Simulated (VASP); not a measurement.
# Cd in VASP: notebook

The runs below take Cd through single point, with PBE.

All numbers are computed with VASP 6.6.1; they aren't measurements. Logs are shortened: lines on timing, memory, paths and dates and some standing lists are left out, and cuts for length are marked.

### Step 1. The cell of the first run

The typed cell holds 1 atom: a = 3.082 Å, b = 3.087 Å, c = 3.087 Å, α = 62.22°, β = 62.48°, γ = 62.58°.

### Step 2. Single point, PBE (the cell strained at random)

File INCAR:

```
SYSTEM = Cd
PREC = Accurate ; ENCUT = 520
EDIFF = 1E-6 ; ISMEAR = 0
SIGMA = 0.1 ; LREAL = .FALSE.
LASPH = .TRUE. ; NELM = 100
ALGO = Fast ; ISIF = 2
LWAVE = .FALSE. ; LCHARG = .FALSE.
GGA = PE ; NBANDS = 12
```

File KPOINTS:

```
Automatic mesh
0
G
  14 14 14
  0 0 0
```

File POSCAR:

```
Cd
1.0
    1.5993541328      0.9204725309      2.4679320462
   -1.6043545063      0.9151338741      2.4732385424
   -0.0071235992     -1.8459668908      2.4745124097
Cd
1
Direct
    0.0000000000      0.0000000000      0.0000000000
```

Potentials or basis: VASP PAW PBE potentials, release 64 (Cd).

Started as:

```
$ cat potpaw_PBE.64/Cd/POTCAR > POTCAR
$ mpirun -np 1 vasp_std > vasp.out
```

OUTCAR:

```text
SYSTEM = Cd
   PREC = Accurate
   ENCUT = 520
   EDIFF = 1E-6
   ISMEAR = 0
   LREAL = .FALSE.
   LASPH = .TRUE.
   NELM = 100
   ISIF = 2
   GGA = PE

 ion  position               nearest neighbor table
   1  0.000  0.000  0.000-

  LATTYP: Found a triclinic cell.
 ALAT       =     5.5356356080
 B/A-ratio  =     0.5762301702
 C/A-ratio  =     0.8055810760
 COS(alpha) =     0.0009589274
 COS(beta)  =     0.4181887719
 COS(gamma) =     0.8651892170

  Lattice vectors:

 A1 = (   4.8009395462,  -2.7557621081,  -0.0040326289)
 A2 = (   1.5972309071,  -2.7611007649,   0.0012738673)
 A3 = (   3.2108322383,   1.8513055476,  -2.4798189059)

Analysis of symmetry for initial positions (statically):
=====================================================================
 Subroutine PRICEL returns:
 Original cell was already a primitive cell.

 Routine SETGRP: Setting up the symmetry group for a
 triclinic supercell.

 Subroutine GETGRP returns: Found  2 space group operations
 (whereof  2 operations were pure point group operations)
 out of a pool of  2 trial point group operations.

The static configuration has the point symmetry S_2 .

Analysis of symmetry for dynamics (positions and initial velocities):
=====================================================================
 Subroutine PRICEL returns:
 Original cell was already a primitive cell.

 Routine SETGRP: Setting up the symmetry group for a
 triclinic supercell.

 Subroutine GETGRP returns: Found  2 space group operations
 (whereof  2 operations were pure point group operations)
 out of a pool of  2 trial point group operations.

The dynamic configuration has the point symmetry S_2 .

 Subroutine INISYM returns: Found  2 space group operations
 (whereof  2 operations are pure point group operations),
 and found     1 'primitive' translations

----------------------------------------------------------------------------------------

                                     Primitive cell

  volume of cell :      21.8868

  direct lattice vectors                    reciprocal lattice vectors
     1.599354133  0.920472531  2.467932046     0.312061946  0.180582956  0.135611832
    -1.604354506  0.915133874  2.473238542    -0.312217975  0.181625843  0.134592648
    -0.007123599 -1.845966891  2.474512410     0.000825153 -0.361635082  0.134345453

  length of vectors
     3.081540509  3.086799682  3.087208476     0.385205700  0.385464903  0.385784025

[... 86 lines left out ...]
   POTIM  = 0.5000    time-step for ionic-motion
   TEBEG  =    0.0;   TEEND  =   0.0 temperature during run
   PSTRESS=    0.0 pullay stress
   NELECT =      12.0000    total number of electrons
   NUPDOWN=      -1.0000    fix difference up-down
   EMIN   =  10.00;   EMAX   =-10.00  energy-range for DOS
   EFERMI =   0.00;   METHOD = LEGACY
   ISMEAR =     0;   SIGMA  =   0.10  broadening in eV -4-tet -1-fermi 0-gaus
   EFERMI_NEDOS =   21; number of points for ismear=-14 and -15
   IALGO  =     68    algorithm
   IMIX   =      4    mixing-type and parameters
     AMIX     =   0.40;   BMIX     =  1.00
     AMIX_MAG =   1.60;   BMIX_MAG =  1.00
  volume/ion in A,a.u.               =      21.89       147.70
  Fermi-wavevector in a.u.,A,eV,Ry     =   1.339907  2.532057 24.427237  1.795351
  Thomas-Fermi vector in A             =   2.468262
   LORBIT       =      0    0 simple, 1 ext, 2 COOP (PROOUT), +10 PAW based schemes
   GGA     = PE    functional components
   LHFCALC =     F    Hartree Fock is set to
   AEXX    =    0.0000 exact exchange contribution
   IVDW    =     0    specifies the selected vdW correction
   LEPSILON=     F    determine dielectric tensor
   LRPA    =     F    only Hartree local field effects (RPA)
 non-spin polarized calculation
 RMM-DIIS sequential band-by-band and
 Gauss-broadening in eV      SIGMA  =   0.10
  energy-cutoff  :      520.00
  volume of cell :       21.89
 maximum number of plane-waves:       602
   NGX = 11   NGY = 11   NGZ = 11

 number of electron      11.9999997 magnetization

 Free energy of the ion-electron system (eV)
  ---------------------------------------------------
  ext. energy  EPLUGINS =         0.00000000
  ---------------------------------------------------
  free energy    TOTEN  =        -0.73520720 eV

  energy without entropy =       -0.73359056  energy(sigma->0) =       -0.73439888

 E-fermi :   2.8325     XC(G=0): -10.9711

 val. band max:        2.8319383318   @ k =  -0.3571   0.3571   0.0000
 cond. band min:       2.8346462358   @ k =  -0.3571   0.2143   0.2857
 fundamental gap:      0.0027079040
 Fermi energy:         2.8324821624

 k-point     1 :       0.0000    0.0000    0.0000
  band No.  band energies     occupation
      1      -6.3966      2.00000
      2      -6.3815      2.00000
      3      -6.2224      2.00000
      4      -5.9365      2.00000
      5      -5.8644      2.00000
      6      -5.8480      2.00000
      7      16.4188      0.00000
      8      17.1241      0.00000
      9      17.1647      0.00000
     10      19.3427      0.00000
     11      20.5982      0.00000
     12      20.6237      0.00000
[... 331 lines left out ...]
 k-point    24 :       0.0714    0.1429    0.0000
  band No.  band energies     occupation
      1      -6.4215      2.00000
      2      -6.3240      2.00000
      3      -6.1540      2.00000
      4      -5.9441      2.00000
      5      -5.8284      2.00000
      6      -5.4217      2.00000
      7      13.6209      0.00000
      8      15.7634      0.00000
      9      17.0374      0.00000
     10      17.7666      0.00000
     11      20.3239      0.00000
     12      21.7264      0.00000

 [... further k-points ...]

------------------------ aborting loop because EDIFF is reached ----------------------------------------

  FORCE on cell =-STRESS in cart. coord.  units (eV):
  Direction    XX          YY          ZZ          XY          YZ          ZX
  --------------------------------------------------------------------------------------
  -------------------------------------------------------------------------------------
  Total        0.2661183      0.2712262      0.4280652     -0.0032998      0.0139990      0.0166008
  in kB       19.4806600     19.8545791     31.3356624     -0.2415549      1.0247658      1.2152286
  external PRESSURE =      23.5569672 kB  Pullay stress =       0.0000000 kB

 VOLUME and BASIS-vectors are now :
 -----------------------------------------------------------------------------
  energy-cutoff  :      520.00
  volume of cell :       21.89
      direct lattice vectors                 reciprocal lattice vectors
     1.599354133  0.920472531  2.467932046     0.312061946  0.180582956  0.135611832
    -1.604354506  0.915133874  2.473238542    -0.312217975  0.181625843  0.134592648
    -0.007123599 -1.845966891  2.474512410     0.000825153 -0.361635082  0.134345453

 POSITION                                       TOTAL-FORCE (eV/Angst)
 -----------------------------------------------------------------------------------
      0.00000      0.00000      0.00000        -0.000000      0.000000      0.000000
 -----------------------------------------------------------------------------------
    total drift:                                0.000000     -0.000000      0.000000

  FREE ENERGIE OF THE ION-ELECTRON SYSTEM (eV)
  ---------------------------------------------------
  free  energy   TOTEN  =        -0.7352071992 eV

  energy  without entropy=       -0.7335905608  energy(sigma->0) =       -0.73439888
```

stdout:

```text
POSCAR found type information on POSCAR Cd
 POSCAR found :  1 types and       1 ions
 scaLAPACK will be used
 LDA part: xc-table for (Slater+PW92), standard interpolation
 POSCAR, INCAR and KPOINTS ok, starting setup
 FFT: planning ... GRIDC
 FFT: planning ... GRID_SOFT
 FFT: planning ... GRID
 WAVECAR not read
 entering main loop
```

Wall time 4.3 min (1 thread of Oxide Virtual Turin-like, shared host); peak memory 0.39 GiB.

Results:

```
Free energy            : -0.7352 eV
Pressure               : 2.4 GPa
Band gap on the k mesh : zero (bands 6 and 7 overlap by 3.14 eV)
```

Levels at points of the mesh, in eV from the Fermi level:
```
           k point  band 4  band 5  band 6  band 7  band 8  band 9
(0.00, 0.00, 0.00)   -8.77   -8.70   -8.68   13.59   14.29   14.33
(0.50, 0.00, 0.00)   -8.40   -8.29   -2.42   -1.57   12.56   12.66
(0.00, 0.50, 0.00)   -8.40   -8.29   -2.42   -1.56   12.42   12.62
(0.50, 0.50, 0.00)   -8.24   -8.21   -0.77    1.43    6.14    7.36
(0.00, 0.00, 0.50)   -8.40   -8.29   -2.41   -1.54   12.39   12.57
(0.50, 0.00, 0.50)   -8.24   -8.21   -0.79    1.40    6.18    7.37
(0.00, 0.50, 0.50)   -8.24   -8.21   -0.85    1.30    6.27    7.43
(0.50, 0.50, 0.50)   -8.29   -8.28   -2.02   -0.66   11.62   11.77
```

Caveat: the cell differs from its parent crystal (the cell strained at random).

### Step 3. Single point, PBE (strained)

File INCAR:

```
SYSTEM = Cd
  ALGO = Fast
  EDIFF = 1E-6
  ENCUT = 520
  GGA = PE
  ISIF = 2
  ISMEAR = 0
  LASPH = .True.
  LCHARG = .False.
  LREAL = .False.
  LWAVE = .False.
  NBANDS = 12
  NELM = 60
  PREC = Accurate
  SIGMA = 0.1
```

File KPOINTS:

```
k-points
0
Gamma
  18 18 18
  0 0 0
```

File POSCAR:

```
Cd
1.0
    1.5963476324      0.9216526298      2.4721357816
   -1.5802817958      0.9348063083      2.4566022200
    0.0194243380     -1.8359584025      2.4565983258
Cd
1
Direct
    0.0000000000      0.0000000000      0.0000000000
```

Potentials or basis: VASP PAW PBE potentials, release 64 (Cd).

Started as:

```
$ cat potpaw_PBE.64/Cd/POTCAR > POTCAR
$ mpirun -np 1 vasp_std > vasp.out
```

Run time: 5.8 min. Hardware: 1 thread of Oxide Virtual Turin-like, shared host; peak memory 0.43 GiB.

Results (log left out):

```yaml
Free_energy: -0.7292 eV
Pressure: 3.1 GPa
Band_gap_on_the_k_mesh: zero (bands 6 and 7 overlap by 3.27 eV)
```

Stress tensor (GPa, compression positive):
```
 3.18  0.13 -0.13
 0.13  3.02 -0.07
-0.13 -0.07  3.23
```

Levels at points of the mesh, in eV from the Fermi level:
```csv
k point,band 4,band 5,band 6,band 7,band 8,band 9
"(0.00, 0.00, 0.00)",-8.81,-8.68,-8.64,13.69,14.47,14.49
"(0.50, 0.00, 0.00)",-8.35,-8.26,-2.41,-1.48,12.49,12.60
"(0.00, 0.50, 0.00)",-8.36,-8.25,-2.42,-1.49,12.56,12.95
"(0.50, 0.50, 0.00)",-8.20,-8.16,-0.84,1.39,6.36,7.55
"(0.00, 0.50, 0.50)",-8.20,-8.16,-0.67,1.65,6.14,7.36
"(0.50, 0.50, 0.50)",-8.25,-8.24,-2.02,-0.58,11.71,11.96
```

Caveat: the cell differs from its parent crystal (strained); the cell stands under pressure.
